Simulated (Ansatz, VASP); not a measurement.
# Si in VASP and in Ansatz

Contents of INCAR:

```
  PREC = Accurate
  ENCUT = 520
  EDIFF = 1E-6
  ISMEAR = 0
  SIGMA = 0.01
  LREAL = False
  LASPH = True
  NELM = 80
  ALGO = Normal
  ISIF = 2
  LWAVE = False
  LCHARG = True
  LELF = True
  LVHAR = True
  NBANDS = 11
```

File KPOINTS:

```
Automatic mesh
0
Gamma
  8 8 8
```

POSCAR

```
Si
1.0
    0.0000000000      2.6689740000      2.6689740000
    2.6689740000      0.0000000000      2.6689740000
    2.6689740000      2.6689740000      0.0000000000
Si
2
Direct
    0.0000000000      0.0000000000      0.0000000000
    0.2500000000      0.2500000000      0.2500000000
```

Input for Ansatz:

```yaml
crystal:
  atoms:
  - position: [0.0, 0.0, 0.0]
    symbol: Si
  - position: [0.25, 0.25, 0.25]
    symbol: Si
  lattice:
  - [0.0, 2.668974, 2.668974]
  - [2.668974, 0.0, 2.668974]
  - [2.668974, 2.668974, 0.0]
hamiltonian:
  dispersion: none
  pseudopotentials:
    kind: all_electron
    lapw: {}
    relativity: scalar
  xc: lda
kpoints:
  mp_grid:
    grid: [8, 8, 8]
    shift: [0, 0, 0]
magnetization: {spin_polarized: false}
output: {forces: true, stress: true}
scf:
  occupations: {method: fixed}
```

Alike in both runs: task single point; functional LDA; k mesh 8 × 8 × 8; no spin polarisation.

```csv
,VASP,Ansatz
version,VASP 6.6.1,Ansatz 0.2 development build
potentials or method,"VASP PAW LDA potentials, release 64 (Si), cutoff 520 eV","all-electron full-potential LAPW, scalar-relativistic"
occupations,"gaussian, width 0.01 eV",fixed
```

Ansatz gave:

| Item | Value |
| --- | --- |
| gap on the k mesh at the Fermi level (eV) | 0.44 |
| pressure (GPa) | 3.7 |

Task: Which values does VASP return?

Result: gap on the k mesh at the Fermi level (eV): 0.43; pressure (GPa): 3.8.

LDA's correlation is that of Perdew and Zunger in VASP and of Perdew and Wang (1992) in Ansatz. Ansatz ran all-electron here, and VASP with PAW potentials.
